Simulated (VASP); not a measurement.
Here is a VASP 6.6.1 calculation.

The input POSCAR:

```
Ti
1.0
   -1.6410000000      1.3948500000      1.6410000000
    1.6410000000     -1.3948500000      1.6410000000
    1.6410000000      1.3948500000     -1.6410000000
Ti
1
Direct
    0.0000000000      0.0000000000      0.0000000000
```

File INCAR.step1:

```
ALGO     = Normal         # electronic algorithm
EDIFF    = 1E-4           # SCF threshold, eV
ENCUT    = 520            # plane-wave cutoff, eV
GGA      = PE             # functional
ISMEAR   = 0              # smearing method
LASPH    = T              # aspherical terms in the spheres
LCHARG   = F              # write CHGCAR
LREAL    = F              # projectors in reciprocal space
LWAVE    = T              # write WAVECAR
NBANDS   = 12             # bands
NELM     = 100            # most SCF steps
PREC     = Accurate       # precision mode
SIGMA    = 0.15           # smearing width, eV
```

Contents of INCAR.step2:

```
ALGO     = Normal         # electronic algorithm
EDIFF    = 1E-6           # SCF threshold, eV
ENCUT    = 520            # plane-wave cutoff, eV
ISIF     = 2              # what is computed and relaxed
ISMEAR   = 0              # smearing method
ISTART   = 1            
LASPH    = T              # aspherical terms in the spheres
LCHARG   = F              # write CHGCAR
LMIXTAU  = T            
LREAL    = F              # projectors in reciprocal space
LWAVE    = F              # write WAVECAR
METAGGA  = R2SCAN         # meta-GGA
NBANDS   = 12             # bands
NELM     = 100            # most SCF steps
PREC     = Accurate       # precision mode
SIGMA    = 0.15           # smearing width, eV
```

File KPOINTS:

```
k-points
0
Gamma
  20 20 20
```

Potentials or basis: VASP PAW PBE potentials, release 64 (Ti_sv).

The run is started by

```sh
$ cat potpaw_PBE.64/Ti_sv/POTCAR > POTCAR
$ cp INCAR.step1 INCAR
$ mpirun -np 1 vasp_std > vasp.out
$ cp INCAR.step2 INCAR
$ mpirun -np 1 vasp_std > vasp.out
```

Q: Estimate the pressure.

A: 18.9 GPa.

Q: Predict the band gap on the k mesh.

A: Zero (bands 6 and 7 overlap by 1.61 eV).

Stress tensor (GPa, compression positive):
```
18.04  0.00  0.00
 0.00 20.50  0.00
 0.00  0.00 18.04
```

Caveat: the cell differs from its parent crystal (strain -0.1500 x Voigt [0, 1, 0, 0, 0, 0]); the cell stands under pressure; the PAW data sets were made with another functional, which shifts forces and pressure a little.
